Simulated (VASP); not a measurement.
Crystal: CaVO3.

```xyz
5
Lattice="3.8304 0.0000 0.0000 0.0000 3.8304 0.0000 0.0000 0.0000 3.8304" Properties=species:S:1:pos:R:3 pbc="T T T"
Ca    0.0000    0.0000    0.0000
V     1.9152    1.9152    1.9152
O     1.9152    1.9152    0.0000
O     0.0000    1.9152    1.9152
O     1.9152    0.0000    1.9152
```

Base run:

| Item | Value |
| --- | --- |
| Program | VASP 6.6.1 |
| Functional | LDA |
| Potentials or basis | VASP PAW LDA potentials, release 64 (Ca_sv, V_sv, O) |
| Cutoff | 600 eV |
| k mesh | 6 × 6 × 6 |
| Occupations | gaussian, width 0.1 eV |
| Spin | collinear spin, ferromagnetic start |
| Starting moments | [0.0, 1.0, 0.0, 0.0, 0.0] μB |

Its results: pressure -15.9 GPa; net moment 0.00 μB per cell.

Problem. The run is repeated on the same cell with these changes: hubbard terms from none to V d U = 2.0 eV. What comes out?

Solution. Pressure -13.9 GPa; net moment 0.50 μB per cell; site moments Ca +0.00; V +0.50; O -0.01 μB.

Caveats: the cell stands under tension.
